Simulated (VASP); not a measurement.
Wanted: the native input for a VASP 6.6.1 run.

| Property | Result |
| --- | --- |
| Task | relaxation of the atoms |
| Functional | r2SCAN |
| Potentials or basis | VASP PAW PBE potentials, release 64 (Si, C) |
| Cutoff | 520 eV |
| k mesh | 12 × 12 × 6 |
| Occupations | fermi-dirac, width 0.02 eV |
| Spin | no spin polarisation |
| Dipole correction | no |
| Further INCAR settings | ALGO = Normal; EDIFF = 1e-06; IBRION = 2; EDIFFG = -0.01; NSW = 50 |

The system is SiC.

```
Si C
1.0
     3.13583    0.00000    0.00000
    -1.56792    2.71571    0.00000
     0.00000    0.00000    5.14764
Si C
2 2
Direct
  0.33333 0.66667 0.00460
  0.66667 0.33333 0.50460
  0.33333 0.66667 0.38040
  0.66667 0.33333 0.88040
```

The input as run:

POSCAR

```
SiC
1.0
    3.1358314800      0.0000000000      0.0000000000
   -1.5679157400      2.7157097200      0.0000000000
    0.0000000000      0.0000000000      5.1476384000
Si C
2 2
Direct
    0.3333333300      0.6666666700      0.0046022700
    0.6666666700      0.3333333300      0.5046022700
    0.3333333300      0.6666666700      0.3803977300
    0.6666666700      0.3333333300      0.8803977300
```

INCAR.step1

```
ALGO     = Normal         # electronic algorithm
EDIFF    = 1E-4           # SCF threshold, eV
ENCUT    = 520            # plane-wave cutoff, eV
GGA      = PE             # functional
ISMEAR   = -1             # smearing method
LASPH    = True           # aspherical terms in the spheres
LCHARG   = False          # write CHGCAR
LREAL    = False          # projectors in reciprocal space
LWAVE    = True           # write WAVECAR
NELM     = 60             # most SCF steps
PREC     = Accurate       # precision mode
SIGMA    = 0.02           # smearing width, eV
```

INCAR.step2

```
ALGO     = Normal         # electronic algorithm
EDIFF    = 1E-6           # SCF threshold, eV
EDIFFG   = -0.01          # ionic threshold
ENCUT    = 520            # plane-wave cutoff, eV
IBRION   = 2              # ionic algorithm
ISIF     = 2              # what is computed and relaxed
ISMEAR   = -1             # smearing method
ISTART   = 1            
LASPH    = True           # aspherical terms in the spheres
LCHARG   = False          # write CHGCAR
LMIXTAU  = True         
LREAL    = False          # projectors in reciprocal space
LWAVE    = False          # write WAVECAR
METAGGA  = R2SCAN         # meta-GGA
NELM     = 60             # most SCF steps
NSW      = 50             # ionic steps
PREC     = Accurate       # precision mode
SIGMA    = 0.02           # smearing width, eV
```

KPOINTS

```
k-points
0
Gamma
  12 12 6
```

Potentials or basis: VASP PAW PBE potentials, release 64 (Si, C).

The run is started by

```console
$ cat potpaw_PBE.64/Si/POTCAR potpaw_PBE.64/C/POTCAR > POTCAR
$ cp INCAR.step1 INCAR
$ mpirun -np 1 vasp_std > vasp.out
$ cp INCAR.step2 INCAR
$ mpirun -np 1 vasp_std > vasp.out
```

Results of the run:

```yaml
Ionic_steps: 2
Pressure_after_relaxing: -12.0 GPa
Largest_force_after_relaxing: 0.005 eV/Å
Band_gap_on_the_k_mesh: 2.75 eV (least direct gap 4.35 eV)
```

Caveat: the PAW data sets were made with another functional, which shifts forces and pressure a little.

It took 88 s on 1 thread of Intel(R) Xeon(R) Platinum 8488C (Sapphire Rapids), with other jobs on the host, peak memory 0.18 GiB.
